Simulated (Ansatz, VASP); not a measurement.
# GaP in VASP and in Ansatz

```xyz
2
Lattice="0.0000 2.7514 2.8260 2.8260 0.0000 2.8260 2.8260 2.7514 0.0000" Properties=species:S:1:pos:R:3 pbc="T T T"
Ga    0.0000    0.0000    0.0000
P     4.2390    4.1271    4.2390
```

Alike in both runs: task single point; functional PBE; k mesh 10 × 10 × 10; occupations gaussian, width 0.05 eV; no spin polarisation.

|  | VASP | Ansatz |
| --- | --- | --- |
| version | VASP 6.6.1 | Ansatz 0.2.0 |
| potentials or method | VASP PAW PBE potentials, release 64 (Ga_d, P), cutoff 520 eV | scalar-relativistic, plane waves, PAW |
| valence electrons in the cell | 18 | 18 |

VASP gave:

```
gap on the k mesh at the Fermi level (eV)                     : 1.06
least direct gap on the mesh (eV)                             : 1.06
pressure (GPa)                                                : -3.6
traceless stress, the component that is largest in VASP (GPa) : 1.22
```

Question: Estimate Ansatz's values.

Answer: gap on the k mesh at the Fermi level (eV): 1.07; least direct gap on the mesh (eV): 1.07; pressure (GPa): -3.5; traceless stress, the component that is largest in VASP (GPa): 1.22.
